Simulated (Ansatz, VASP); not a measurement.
**Na2Hg: VASP beside Ansatz**

File INCAR:

```
  PREC = Accurate
  ENCUT = 520
  EDIFF = 1E-6
  ISMEAR = 0
  SIGMA = 0.1
  LREAL = False
  LASPH = True
  NELM = 80
  ALGO = Fast
  ISIF = 2
  LWAVE = False
  LCHARG = True
  GGA = PE
  LELF = True
  LVHAR = True
  NBANDS = 20
```

KPOINTS

```
regular mesh
0
Gamma
  6 6 2
```

File POSCAR:

```
Na2Hg
1.0
    3.3981787300      0.0000000000      0.0000000000
   -1.6990893700      2.9429091100      0.0000000000
    0.0000000000      0.0000000000      7.6698062400
Na Hg
2 1
Direct
    0.3333333300      0.6666666700      0.8093705800
    0.6666666700      0.3333333300      0.1906294200
    0.0000000000      0.0000000000      0.0000000000
```

Input for Ansatz:

```yaml
crystal:
  lattice:
    - [3.39817873, 0.0, 0.0]
    - [-1.69908937, 2.94290911, 0.0]
    - [0.0, 0.0, 7.66980624]
  atoms:
    - { symbol: Na, position: [0.33333333, 0.66666667, 0.80937058] }
    - { symbol: Na, position: [0.66666667, 0.33333333, 0.19062942] }
    - { symbol: Hg, position: [0.0, 0.0, 0.0] }
basis:
  ecutwfc: 420
kpoints:
  mp_grid: { grid: [6, 6, 2] }
hamiltonian:
  xc: pbe
scf:
  occupations: { method: gaussian, width: 0.1 }
  lower_state_search: "off"
output:
  forces: true
  stress: true
  eigenvalues: true
```

Alike in both runs: task single point; functional PBE; k mesh 6 × 6 × 2; occupations gaussian, width 0.1 eV; no spin polarisation.

```csv
,VASP,Ansatz
version,VASP 6.6.1,Ansatz 0.2.0
potentials or method,"VASP PAW PBE potentials, release 64 (Na_pv, Hg), cutoff 520 eV","scalar-relativistic, plane waves, PAW"
valence electrons in the cell,26,38
```

|  | VASP | Ansatz | Ansatz less VASP |
| --- | --- | --- | --- |
| gap on the k mesh at the Fermi level (eV) | none | none | - |
| pressure (GPa) | 24.1 | 23.8 | -0.28 |
| traceless stress, the component that is largest in VASP (GPa) | -1.02 | -0.96 | +0.056 |
| rms of the force components (eV/Å) | 1.865 | 1.843 | -0.0216 |

Atom by atom the forces differ by 0.022 eV/Å (rms over components). A gap of «none» marks a metal or a gap that the smearing closes. VASP's potentials hold 26 valence electrons a cell and Ansatz's 38, so a difference there can come from the potentials and not from the codes.

The k mesh is coarse, so the values compare programs but aren't converged. Spin-orbit coupling is off throughout.
